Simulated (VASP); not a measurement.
Wanted: the native input for a VASP 6.6.1 run.

```
Task                   : relaxation of cell and atoms
Functional             : PBE
Dispersion             : D3(BJ)
Potentials or basis    : VASP PAW PBE potentials, release 64 (Sn_d, Se)
Cutoff                 : 600 eV
k mesh                 : 2 × 6 × 4
Occupations            : gaussian, width 0.05 eV
Spin                   : no spin polarisation
Dipole correction      : no
Further INCAR settings : ALGO = Normal; EDIFF = 1e-06; IBRION = 2; EDIFFG = -0.03; NSW = 80; ISIF = 3
```

The structure of SnSe lies in POSCAR:

```
SnSe
1.0
   11.4200000000      0.0000000000      0.0000000000
    0.0000000000      4.1900000000      0.0000000000
    0.0000000000      0.0000000000      4.4600000000
Sn Se
4 4
Direct
    0.1230000000      0.2500000000      0.0910000000
    0.3770000000      0.7500000000      0.5910000000
    0.6230000000      0.2500000000      0.4090000000
    0.8770000000      0.7500000000      0.9090000000
    0.3570000000      0.2500000000      0.0160000000
    0.1430000000      0.7500000000      0.5160000000
    0.8570000000      0.2500000000      0.4840000000
    0.6430000000      0.7500000000      0.9840000000
```

The input as run:

INCAR

```
SYSTEM = SnSe
PREC     = Accurate       ! precision mode
ENCUT    = 600            ! plane-wave cutoff, eV
EDIFF    = 1E-6           ! SCF threshold, eV
ISMEAR   = 0              ! smearing method
SIGMA    = 0.05           ! smearing width, eV
LREAL    = .FALSE.        ! projectors in reciprocal space
LASPH    = .TRUE.         ! aspherical terms in the spheres
NELM     = 60             ! most SCF steps
ALGO     = Normal         ! electronic algorithm
ISIF     = 3              ! what is computed and relaxed
LWAVE    = .FALSE.        ! write WAVECAR
LCHARG   = .FALSE.        ! write CHGCAR
GGA      = PE             ! functional
IVDW     = 12             ! dispersion correction
IBRION   = 2              ! ionic algorithm
NSW      = 80             ! ionic steps
EDIFFG   = -0.03          ! ionic threshold
```

KPOINTS

```
Automatic mesh
0
G
  2 6 4
  0 0 0
```

Potentials or basis: VASP PAW PBE potentials, release 64 (Sn_d, Se).

Command:

```sh
$ cat potpaw_PBE.64/Sn_d/POTCAR potpaw_PBE.64/Se/POTCAR > POTCAR
$ mpirun -np 1 vasp_std > vasp.out
```

It gave:

```yaml
Relaxed_volume: 26.21 Å³/atom
Relaxed_cell: a = 11.525 Å, b = 4.193 Å, c = 4.339 Å, α = 90.00°, β = 90.00°, γ = 90.00°
Space_group_after_relaxing_to_0.1_Å: Pnma (No. 62)
Energy_gained_by_relaxing: 6.7 meV/atom
Ionic_steps: 9
Pressure_after_relaxing: 0.1 GPa
Largest_force_after_relaxing: 0.025 eV/Å
Band_gap_on_the_k_mesh: 0.52 eV
Dispersion_energy_per_atom: -0.369 eV
```

Caveat: spin-orbit coupling is left out, which moves the levels of the heavy elements.

Wall time 52 min on 1 thread of Intel Xeon 8259CL, with other jobs on the host, peak memory 0.53 GiB.
